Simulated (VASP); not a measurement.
# TiO2 in VASP: a series of runs

TiO2 is run at these levels: PBEsol, PBE, r2SCAN; tasks: single point.

All numbers are computed with VASP 6.6.1; they aren't measurements. Logs are shortened: lines on timing, memory, paths and dates and some standing lists are left out, and cuts for length are marked.

## 1. The cell of the first run

The typed cell holds 9 atoms: a = 5.706 Å, b = 5.706 Å, c = 6.267 Å, α = 90.00°, β = 90.00°, γ = 120.00°.

## 2. Single point, PBEsol

INCAR

```
PREC = Accurate ; ENCUT = 520
EDIFF = 1E-7 ; ISMEAR = -1
SIGMA = 0.02 ; LREAL = F
LASPH = T ; NELM = 60
ALGO = Normal ; ISIF = 2
LWAVE = F ; LCHARG = F
GGA = PS ; NBANDS = 46
```

KPOINTS

```
regular mesh
0
Gamma
  6 6 4
```

POSCAR

```
TiO2
1.0
    5.7063107992      0.0000000000      0.0000000000
   -2.8531553996      4.9418101140      0.0000000000
    0.0000000000      0.0000000000      6.2671158842
Ti O
3 6
Direct
    0.5000052739      0.5000052739      0.0000000000
    0.0000000000      0.4999947261      0.6666666667
    0.4999947261      0.0000000000      0.3333333333
    0.2127813683      0.4255422188      0.8333258585
    0.5744577812      0.7872391495      0.1666591919
    0.2127608505      0.7872186317      0.4999925252
    0.4255422188      0.2127813683      0.1666741415
    0.7872186317      0.2127608505      0.5000074748
    0.7872391495      0.5744577812      0.8333408081
```

Potentials or basis: VASP PAW PBE potentials, release 64 (Ti_sv, O).

The run is started by

```sh
> cat potpaw_PBE.64/Ti_sv/POTCAR potpaw_PBE.64/O/POTCAR > POTCAR
> mpirun -np 1 vasp_std > vasp.out
```

OUTCAR:

```text
PREC = Accurate
   ENCUT = 520
   EDIFF = 1E-7
   ISMEAR = -1
   LREAL = F
   LASPH = T
   NELM = 60
   ISIF = 2
   GGA = PS

 ion  position               nearest neighbor table
   1  0.500  0.500  0.000-   4 1.81   7 1.81   9 1.81   5 1.81
   2  0.000  0.500  0.667-   9 1.81   6 1.81   4 1.81   8 1.81
   3  0.500  0.000  0.333-   5 1.81   8 1.81   7 1.81   6 1.81
   4  0.213  0.426  0.833-   1 1.81   2 1.81
   5  0.574  0.787  0.167-   3 1.81   1 1.81
   6  0.213  0.787  0.500-   2 1.81   3 1.81
   7  0.426  0.213  0.167-   1 1.81   3 1.81
   8  0.787  0.213  0.500-   3 1.81   2 1.81
   9  0.787  0.574  0.833-   2 1.81   1 1.81

  LATTYP: Found a hexagonal cell.
 ALAT       =     5.7063107992
 C/A-ratio  =     1.0982780477

  Lattice vectors:

 A1 = (   5.7063107992,   0.0000000000,   0.0000000000)
 A2 = (  -2.8531553996,   4.9418101140,   0.0000000000)
 A3 = (   0.0000000000,   0.0000000000,   6.2671158842)

Analysis of symmetry for initial positions (statically):
=====================================================================
 Subroutine PRICEL returns:
 Original cell was already a primitive cell.

 Routine SETGRP: Setting up the symmetry group for a
 hexagonal supercell.

 Subroutine GETGRP returns: Found  6 space group operations
 (whereof  2 operations were pure point group operations)
 out of a pool of 24 trial point group operations.

The static configuration has the point symmetry C_2 .
 The point group associated with its full space group is D_3 .

Analysis of symmetry for dynamics (positions and initial velocities):
=====================================================================
 Subroutine PRICEL returns:
 Original cell was already a primitive cell.

 Routine SETGRP: Setting up the symmetry group for a
 hexagonal supercell.

 Subroutine GETGRP returns: Found  6 space group operations
 (whereof  2 operations were pure point group operations)
 out of a pool of 24 trial point group operations.

The dynamic configuration has the point symmetry C_2 .
 The point group associated with its full space group is D_3 .

 Subroutine INISYM returns: Found  6 space group operations
 (whereof  2 operations are pure point group operations),
 and found     1 'primitive' translations

----------------------------------------------------------------------------------------

                                     Primitive cell

  volume of cell :     176.7296

  direct lattice vectors                    reciprocal lattice vectors
     5.706310799  0.000000000  0.000000000     0.175244573  0.101177501  0.000000000
    -2.853155400  4.941810114  0.000000000     0.000000000  0.202355003  0.000000000
     0.000000000  0.000000000  6.267115884     0.000000000  0.000000000  0.159563030

  length of vectors
     5.706310799  5.706310799  6.267115884     0.202355003  0.202355003  0.159563030

  position of ions in fractional coordinates (direct lattice)
     0.500005274  0.500005274  0.000000000
     0.000000000  0.499994726  0.666666667
     0.499994726  0.000000000  0.333333333
     0.212781368  0.425542219  0.833325858
     0.574457781  0.787239150  0.166659192
     0.212760850  0.787218632  0.499992525
     0.425542219  0.212781368  0.166674142
     0.787218632  0.212760850  0.500007475
     0.787239150  0.574457781  0.833340808

  ion indices of the primitive-cell ions
   primitive index   ion index
                 1           1
                 2           2
                 3           3
                 4           4
                 5           5
                 6           6
                 7           7
                 8           8
                 9           9

----------------------------------------------------------------------------------------

 KPOINTS: regular mesh

Automatic generation of k-mesh.
 Grid dimensions read from file:
 generate k-points for:    6    6    4

 Generating k-lattice:

  Cartesian coordinates                     Fractional coordinates (reciprocal lattice)
     0.029207429  0.016862917  0.000000000     0.166666667  0.000000000  0.000000000
     0.000000000  0.033725834  0.000000000     0.000000000  0.166666667  0.000000000
     0.000000000  0.000000000  0.039890758     0.000000000  0.000000000  0.250000000

  Length of vectors
     0.033725834  0.033725834  0.039890758

  Shift w.r.t. Gamma in fractional coordinates (k-lattice)
     0.000000000  0.000000000  0.000000000

 Subroutine IBZKPT returns following result:
 ===========================================

 Found     24 irreducible k-points:

 Following reciprocal coordinates:
            Coordinates               Weight
  0.000000  0.000000  0.000000      1.000000
  0.166667 -0.000000  0.000000      6.000000
  0.333333  0.000000  0.000000      6.000000
  0.500000 -0.000000  0.000000      3.000000
  0.166667  0.166667  0.000000      6.000000
  0.333333  0.166667  0.000000     12.000000
[... 16 lines left out ...]
  0.333333  0.166667  0.500000     12.000000
[... 44 lines left out ...]
   GGA     = PS    functional components
   LHFCALC =     F    Hartree Fock is set to
   AEXX    =    0.0000 exact exchange contribution
   IVDW    =     0    specifies the selected vdW correction
   LEPSILON=     F    determine dielectric tensor
   LRPA    =     F    only Hartree local field effects (RPA)
 non-spin polarized calculation
  energy-cutoff  :      520.00
  volume of cell :      176.73
 maximum number of plane-waves:      4812
   NGX = 21   NGY = 21   NGZ = 23

 number of electron      71.9999999 magnetization

 Free energy of the ion-electron system (eV)
  ---------------------------------------------------
  ext. energy  EPLUGINS =         0.00000000
  ---------------------------------------------------
  free energy    TOTEN  =       -83.19082557 eV

  energy without entropy =      -83.19082557  energy(sigma->0) =      -83.19082557

 E-fermi :  -0.9578     XC(G=0):  -7.7270

 val. band max:       -1.4884063175   @ k =   0.0000   0.0000   0.5000
 cond. band min:       1.9158888751   @ k =   0.0000   0.0000   0.0000
 fundamental gap:      3.4042951926
 Fermi energy:        -0.9577547844

 k-point     1 :       0.0000    0.0000    0.0000
  band No.  band energies     occupation
      1     -56.5518      2.00000
      2     -56.5418      2.00000
      3     -56.5418      2.00000
      4     -33.1179      2.00000
      5     -33.0905      2.00000
      6     -33.0905      2.00000
[... 38 lines left out ...]
     45       3.9662      0.00000
     46       4.5544      0.00000

 k-point     2 :       0.1667   -0.0000    0.0000
  band No.  band energies     occupation
      1     -56.5512      2.00000
      2     -56.5424      2.00000
      3     -56.5418      2.00000
      4     -33.1158      2.00000
      5     -33.0934      2.00000
      6     -33.0927      2.00000
[... 38 lines left out ...]
     45       4.2200      0.00000
     46       4.6313      0.00000

 k-point     3 :       0.3333    0.0000    0.0000
  band No.  band energies     occupation
      1     -56.5497      2.00000
      2     -56.5439      2.00000
      3     -56.5418      2.00000
      4     -33.1110      2.00000
      5     -33.0987      2.00000
      6     -33.0971      2.00000
[... 38 lines left out ...]
     45       4.3848      0.00000
     46       4.6156      0.00000

 k-point     4 :       0.5000   -0.0000    0.0000
  band No.  band energies     occupation
      1     -56.5484      2.00000
      2     -56.5451      2.00000
      3     -56.5417      2.00000
      4     -33.1076      2.00000
      5     -33.1013      2.00000
      6     -33.1001      2.00000
[... 920 lines left out ...]
     45       4.5602      0.00000
     46       4.8632      0.00000

 k-point    23 :       0.3333    0.1667    0.5000
  band No.  band energies     occupation
      1     -56.5484      2.00000
      2     -56.5451      2.00000
      3     -56.5418      2.00000
      4     -33.1153      2.00000
      5     -33.0950      2.00000
      6     -33.0936      2.00000
[... 38 lines left out ...]
     45       4.3174      0.00000
     46       4.6743      0.00000

 k-point    24 :       0.3333    0.3333    0.5000
  band No.  band energies     occupation
      1     -56.5484      2.00000
      2     -56.5434      2.00000
      3     -56.5434      2.00000
      4     -33.1171      2.00000
      5     -33.0950      2.00000
      6     -33.0950      2.00000
[... 38 lines left out ...]
     45       4.1588      0.00000
     46       4.6358      0.00000

------------------------ aborting loop because EDIFF is reached ----------------------------------------

  FORCE on cell =-STRESS in cart. coord.  units (eV):
  Direction    XX          YY          ZZ          XY          YZ          ZX
  --------------------------------------------------------------------------------------
  -------------------------------------------------------------------------------------
  Total        0.4942074      0.4942074      0.5028583      0.0000000      0.0000000      0.0000000
  in kB        4.4803368      4.4803368      4.5587626      0.0000000      0.0000000      0.0000000
  external PRESSURE =       4.5064788 kB  Pullay stress =       0.0000000 kB

 VOLUME and BASIS-vectors are now :
 -----------------------------------------------------------------------------
  energy-cutoff  :      520.00
  volume of cell :      176.73
      direct lattice vectors                 reciprocal lattice vectors
     5.706310799  0.000000000  0.000000000     0.175244573  0.101177501  0.000000000
    -2.853155400  4.941810114  0.000000000     0.000000000  0.202355003  0.000000000
     0.000000000  0.000000000  6.267115884     0.000000000  0.000000000  0.159563030

 POSITION                                       TOTAL-FORCE (eV/Angst)
 -----------------------------------------------------------------------------------
      1.42659      2.47093      0.00000         0.000027      0.000047      0.000000
     -1.42656      2.47088      4.17808         0.000027     -0.000047      0.000000
      2.85313      0.00000      2.08904        -0.000054      0.000000      0.000000
      0.00006      2.10295      5.22255        -0.000035     -0.030982     -0.000028
      1.03192      3.89039      1.04447         0.026849      0.015460     -0.000028
     -1.03198      3.89028      3.13351        -0.026813      0.015521     -0.000028
      1.82118      1.05153      1.04457        -0.026813     -0.015521      0.000028
      3.88507      1.05142      3.13360         0.026849     -0.015460      0.000028
      2.85321      2.83886      5.22264        -0.000035      0.030982      0.000028
 -----------------------------------------------------------------------------------
    total drift:                                0.000001      0.000000      0.000000

  FREE ENERGIE OF THE ION-ELECTRON SYSTEM (eV)
  ---------------------------------------------------
  free  energy   TOTEN  =       -83.1908255662 eV

  energy  without entropy=      -83.1908255662  energy(sigma->0) =      -83.19082557
```

It took 2.7 min on 1 thread of AMD EPYC 9R45 (Zen 5), shared host; peak memory 0.33 GiB.

What came out:

```yaml
Free_energy: -83.1908 eV
Pressure: 0.5 GPa
Largest_force: 0.031 eV/Å
Band_gap_on_the_k_mesh: 3.40 eV (least direct gap 3.49 eV)
```

Forces in eV/Å, atoms in the order of the input:
```
Ti   0.000  0.000  0.000
Ti   0.000  0.000  0.000
Ti   0.000  0.000  0.000
O    0.000 -0.031  0.000
O    0.027  0.015  0.000
O   -0.027  0.016  0.000
O   -0.027 -0.016  0.000
O    0.027 -0.015  0.000
O    0.000  0.031  0.000
```

Levels at points of the mesh, in eV from the valence-band top:
| k point | band 34 | band 35 | band 36 | band 37 | band 38 | band 39 |
| --- | --- | --- | --- | --- | --- | --- |
| (0.00, 0.00, 0.00) | -0.31 | -0.31 | -0.19 | 3.40 | 4.11 | 4.11 |
| (0.50, 0.00, 0.00) | -0.86 | -0.21 | -0.04 | 3.75 | 3.79 | 4.15 |
| (0.00, 0.00, 0.50) | -0.05 | 0.00 | 0.00 | 3.49 | 3.91 | 3.91 |
| (0.50, 0.00, 0.50) | -0.54 | -0.34 | -0.26 | 4.00 | 4.30 | 4.31 |

Caveat: the PAW data sets were made with another functional, which shifts forces and pressure a little. A k mesh can miss the band edges.

## 3. Single point, PBE

This run uses another cell than the first one, of 19.69 Å³/atom.

INCAR

```
PREC = Accurate ; ENCUT = 520
EDIFF = 1E-6 ; ISMEAR = -1
SIGMA = 0.02 ; LREAL = F
LASPH = T ; NELM = 80
ALGO = Normal ; ISIF = 2
LWAVE = F ; LCHARG = F
GGA = PE ; NBANDS = 46
```

KPOINTS is that of step 2.

POSCAR

```
TiO2
1.0
    5.7105039791      0.0000000000      0.0000000000
   -2.8552519895      4.9454415143      0.0000000000
    0.0000000000      0.0000000000      6.2742272268
Ti O
3 6
Direct
    0.5000056298      0.5000056298      0.0000000000
    0.0000000000      0.4999943702      0.6666666667
    0.4999943702      0.0000000000      0.3333333333
    0.2124422673      0.4248628490      0.8333256009
    0.5751371510      0.7875794183      0.1666589342
    0.2124205817      0.7875577327      0.4999922675
    0.4248628490      0.2124422673      0.1666743991
    0.7875577327      0.2124205817      0.5000077325
    0.7875794183      0.5751371510      0.8333410658
```

Potentials or basis: VASP PAW PBE potentials, release 64 (Ti_sv, O).

The run is started by

```sh
> cat potpaw_PBE.64/Ti_sv/POTCAR potpaw_PBE.64/O/POTCAR > POTCAR
> mpirun -np 1 vasp_std > vasp.out
```

Run time: 2.3 min. Hardware: 1 thread of AMD EPYC 9R45 (Zen 5), shared host; peak memory 0.33 GiB.

It converged, with:

| Quantity | Value |
| --- | --- |
| Free energy | -80.4326 eV |
| Pressure | 2.6 GPa |
| Largest force | 0.129 eV/Å |
| Band gap on the k mesh | 3.43 eV (least direct gap 3.51 eV) |

Forces on the atoms (eV/Å):
```
Ti   0.000  0.000  0.000
Ti   0.000  0.000  0.000
Ti   0.000  0.000  0.000
O    0.000 -0.129  0.000
O    0.112  0.064  0.000
O   -0.112  0.064  0.000
O   -0.112 -0.064  0.000
O    0.112 -0.064  0.000
O    0.000  0.129  0.000
```

Levels at points of the mesh, in eV from the valence-band top:
```
           k point  band 34  band 35  band 36  band 37  band 38  band 39
(0.00, 0.00, 0.00)    -0.31    -0.31    -0.19     3.43     4.11     4.11
(0.50, 0.00, 0.00)    -0.85    -0.20    -0.04     3.76     3.80     4.16
(0.00, 0.00, 0.50)    -0.05     0.00     0.00     3.51     3.92     3.92
(0.50, 0.00, 0.50)    -0.53    -0.33    -0.25     4.01     4.30     4.30
```

A k mesh can miss the band edges.

## 4. Single point, PBE

This run uses another cell than the first one, of 20.08 Å³/atom.

INCAR

```
SYSTEM = TiO2
ALGO = Normal
EDIFF = 1E-7
ENCUT = 520
GGA = PE
ISIF = 2
ISMEAR = -1
LASPH = .TRUE.
LCHARG = .FALSE.
LREAL = .FALSE.
LWAVE = .FALSE.
NBANDS = 46
NELM = 60
PREC = Accurate
SIGMA = 0.02
```

KPOINTS

```
k-points
0
G
  6 6 4
  0 0 0
```

POSCAR

```
TiO2
1.0
    5.7480780953      0.0000000000      0.0000000000
   -2.8740390476      4.9779816535      0.0000000000
    0.0000000000      0.0000000000      6.3168969361
Ti O
3 6
Direct
    0.4999539254      0.4999539254      0.0000000000
    0.0000000000      0.5000460746      0.6666666667
    0.5000460746      0.0000000000      0.3333333333
    0.2128786027      0.4257922504      0.8333181444
    0.5742077496      0.7870863523      0.1666514778
    0.2129136477      0.7871213973      0.4999848111
    0.4257922504      0.2128786027      0.1666818556
    0.7871213973      0.2129136477      0.5000151889
    0.7870863523      0.5742077496      0.8333485222
```

The run is started by

```sh
> cat potpaw_PBE.64/Ti_sv/POTCAR potpaw_PBE.64/O/POTCAR > POTCAR
> mpirun -np 1 vasp_std > vasp.out
```

It took 3 min on 1 thread of AMD EPYC 9R45 (Zen 5), shared host; peak memory 0.37 GiB.

Results (log left out):

```yaml
Free_energy: -80.4667 eV
Pressure: 0.4 GPa
Largest_force: 0.026 eV/Å
Band_gap_on_the_k_mesh: 3.34 eV (least direct gap 3.42 eV)
```

Forces in eV/Å, atoms in the order of the input:
```
Ti   0.001  0.002  0.000
Ti   0.001 -0.002  0.000
Ti  -0.002  0.000  0.000
O    0.000 -0.026  0.000
O    0.023  0.013  0.000
O   -0.022  0.013  0.000
O   -0.022 -0.013  0.000
O    0.023 -0.013  0.000
O    0.000  0.026  0.000
```

Levels at points of the mesh, in eV from the valence-band top:
```
           k point  band 32  band 33  band 34  band 35  band 36  band 37  band 38  band 39  band 40  band 41
(0.00, 0.00, 0.00)    -0.86    -0.86    -0.31    -0.31    -0.18     3.34     4.01     4.01     4.56     4.59
(0.50, 0.00, 0.00)    -0.95    -0.87    -0.85    -0.21    -0.04     3.67     3.71     4.05     4.67     5.19
(0.00, 0.00, 0.50)    -1.12    -0.49    -0.05     0.00     0.00     3.42     3.83     3.83     4.18     4.26
(0.50, 0.00, 0.50)    -0.92    -0.80    -0.52    -0.33    -0.25     3.91     4.19     4.21     4.77     4.78
```

## 5. Single point, r2SCAN

This run uses another cell than the first one, of 19.69 Å³/atom.

POSCAR

```
TiO2
1.0
    5.7105039791      0.0000000000      0.0000000000
   -2.8552519895      4.9454415143      0.0000000000
    0.0000000000      0.0000000000      6.2742272268
Ti O
3 6
Direct
    0.5000056298      0.5000056298      0.0000000000
    0.0000000000      0.4999943702      0.6666666667
    0.4999943702      0.0000000000      0.3333333333
    0.2124422673      0.4248628490      0.8333256009
    0.5751371510      0.7875794183      0.1666589342
    0.2124205817      0.7875577327      0.4999922675
    0.4248628490      0.2124422673      0.1666743991
    0.7875577327      0.2124205817      0.5000077325
    0.7875794183      0.5751371510      0.8333410658
```

INCAR.step1

```
SYSTEM = TiO2
  PREC = Accurate
  ENCUT = 520
  ISMEAR = -1
  SIGMA = 0.02
  LREAL = .False.
  LASPH = .True.
  NELM = 100
  NBANDS = 46
  GGA = PE
  ALGO = Normal
  EDIFF = 1E-4
  LWAVE = .True.
  LCHARG = .False.
```

INCAR.step2

```
SYSTEM = TiO2
  PREC = Accurate
  ENCUT = 520
  EDIFF = 1E-6
  ISMEAR = -1
  SIGMA = 0.02
  LREAL = .False.
  LASPH = .True.
  NELM = 100
  ALGO = Normal
  ISIF = 2
  LWAVE = .False.
  LCHARG = .True.
  METAGGA = R2SCAN
  LMIXTAU = .True.
  LELF = .True.
  LVHAR = .True.
  NBANDS = 46
  ISTART = 1
```

KPOINTS

```
Automatic mesh
0
Gamma
  6 6 4
  0 0 0
```

The run is started by

```sh
> cat potpaw_PBE.64/Ti_sv/POTCAR potpaw_PBE.64/O/POTCAR > POTCAR
> cp INCAR.step1 INCAR
> mpirun -np 1 vasp_std > vasp.out
> cp INCAR.step2 INCAR
> mpirun -np 1 vasp_std > vasp.out
```

Wall time 7.6 min (1 thread of AMD EPYC 9R45 (Zen 5), shared host); peak memory 0.36 GiB.

The run converged. Its results:

```
Free energy            : -103.4231 eV
Pressure               : 0.7 GPa
Largest force          : 0.043 eV/Å
Band gap on the k mesh : 3.90 eV (least direct gap 3.98 eV)
```

Forces on the atoms (eV/Å):
```
Ti   0.000  0.000  0.000
Ti   0.000  0.000  0.000
Ti   0.000  0.000  0.000
O    0.000 -0.043  0.000
O    0.037  0.022  0.000
O   -0.037  0.022  0.000
O   -0.037 -0.022  0.000
O    0.037 -0.022  0.000
O    0.000  0.043  0.000
```

Levels at points of the mesh, in eV from the valence-band top:
```csv
k point,band 34,band 35,band 36,band 37,band 38,band 39
"(0.00, 0.00, 0.00)",-0.31,-0.31,-0.19,3.90,4.55,4.55
"(0.50, 0.00, 0.00)",-0.87,-0.21,-0.04,4.21,4.26,4.61
"(0.00, 0.00, 0.50)",-0.05,0.00,0.00,3.98,4.39,4.39
"(0.50, 0.00, 0.50)",-0.53,-0.34,-0.25,4.47,4.76,4.77
```

Caveat: the PAW data sets were made with another functional, which shifts forces and pressure a little.

## 6. Summary

| level | cell | gap on the mesh (eV) | pressure (GPa) | largest force (eV/Å) |
| --- | --- | --- | --- | --- |
| PBEsol | a = 5.706, b = 5.706, c = 6.267 Å, angles 90.0, 90.0, 120.0°, 9 atoms | 3.40 | 0.5 | 0.03 |
| PBE | a = 5.711, b = 5.711, c = 6.274 Å, angles 90.0, 90.0, 120.0°, 9 atoms | 3.43 | 2.6 | 0.13 |
| PBE | a = 5.748, b = 5.748, c = 6.317 Å, angles 90.0, 90.0, 120.0°, 9 atoms | 3.34 | 0.4 | 0.03 |
| r2SCAN | a = 5.711, b = 5.711, c = 6.274 Å, angles 90.0, 90.0, 120.0°, 9 atoms | 3.90 | 0.7 | 0.04 |

Alike in all rows: task single point; potentials or basis VASP PAW PBE potentials, release 64 (Ti_sv, O); no spin polarisation; k mesh 6 × 6 × 4; cutoff (eV) 520; smearing fermi-dirac 0.02 eV.

Caveats: the PAW data sets were made with another functional, which shifts forces and pressure a little (at least some runs).

Absolute energies hang on the potentials; compare differences alone.
